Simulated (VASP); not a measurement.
Here is a VASP 6.6.1 calculation.

The input INCAR:

```
PREC     = Accurate       # precision mode
ENCUT    = 520            # plane-wave cutoff, eV
EDIFF    = 1E-6           # SCF threshold, eV
ISMEAR   = 0              # smearing method
SIGMA    = 0.05           # smearing width, eV
LREAL    = False          # projectors in reciprocal space
LASPH    = True           # aspherical terms in the spheres
NELM     = 60             # most SCF steps
ALGO     = Normal         # electronic algorithm
ISIF     = 2              # what is computed and relaxed
LWAVE    = False          # write WAVECAR
LCHARG   = True           # write CHGCAR
GGA      = PS             # functional
LELF     = True           # ELF
LVHAR    = True         
NBANDS   = 15             # bands
```

KPOINTS

```
Automatic mesh
0
Gamma
  6 6 6
```

Contents of POSCAR:

```
RbBr
1.0
    4.0701688540      0.0000000000      0.0000000000
    0.0000000000      4.0701688540      0.0000000000
    0.0000000000      0.0000000000      4.0701688540
Rb Br
1 1
Direct
    0.0000000000     -0.0992287032     -0.0396914813
    0.5000000000      0.6061381027      0.5424552411
```

Potentials or basis: VASP PAW PBE potentials, release 64 (Rb_sv, Br).

Launch:

```sh
$ cat potpaw_PBE.64/Rb_sv/POTCAR potpaw_PBE.64/Br/POTCAR > POTCAR
$ mpirun -np 1 vasp_std > vasp.out
```

Task: What does it give for the pressure?

Result: 5.1 GPa.

Task: Estimate the band gap on the k mesh.

Result: 4.07 eV, indirect (least direct gap 4.27 eV).

Task: Estimate the largest force.

Result: 1.508 eV/Å.

Stress tensor (GPa, compression positive):
```
7.21 0.00 0.00
0.00 2.72 3.14
0.00 3.14 5.52
```

Caveat: the cell differs from its parent crystal (mode 5 frozen in at -0.432 Å and mode 6 at -0.173 Å (largest displacements)); the PAW data sets were made with another functional, which shifts forces and pressure a little. A k mesh can miss the band edges.
